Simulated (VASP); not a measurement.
Pt, 2 atoms in the cell. The structure is hexagonal, space group P6_3/mmc (No. 194). Conventional cell: a = 2.662 Å, b = 2.662 Å, c = 4.961 Å, α = 90.00°, β = 90.00°, γ = 120.00°. Pt (site symmetry -6m2) has 12 Pt at 2.66 to 2.92 Å within 3.5 Å. 

* Program: VASP 6.6.1
* Task: single point
* Functional: PBE
* Potentials or basis: VASP PAW PBE potentials, release 64 (Pt)
* Cutoff: 520 eV
* k mesh: 18 × 18 × 10
* Occupations: gaussian, width 0.15 eV
* Spin: no spin polarisation
* Dipole correction: no
* Further INCAR settings: ALGO = Normal; EDIFF = 1e-07; NBANDS = 17

Potentials or basis: VASP PAW PBE potentials, release 64 (Pt).

Run with:

```bash
$ cat potpaw_PBE.64/Pt/POTCAR > POTCAR
$ mpirun -np 1 vasp_std > vasp.out
```

Hardware: 1 thread of Intel(R) Xeon(R) Platinum 8481C CPU @ 2.70GHz (Sapphire Rapids), with other jobs on the host.

Estimate the wall time of this run.

Wall time 42 s on 1 thread of Intel(R) Xeon(R) Platinum 8481C CPU @ 2.70GHz (Sapphire Rapids), on a shared host, peak memory 0.22 GiB. Counts: scf iterations 13, k points 222.
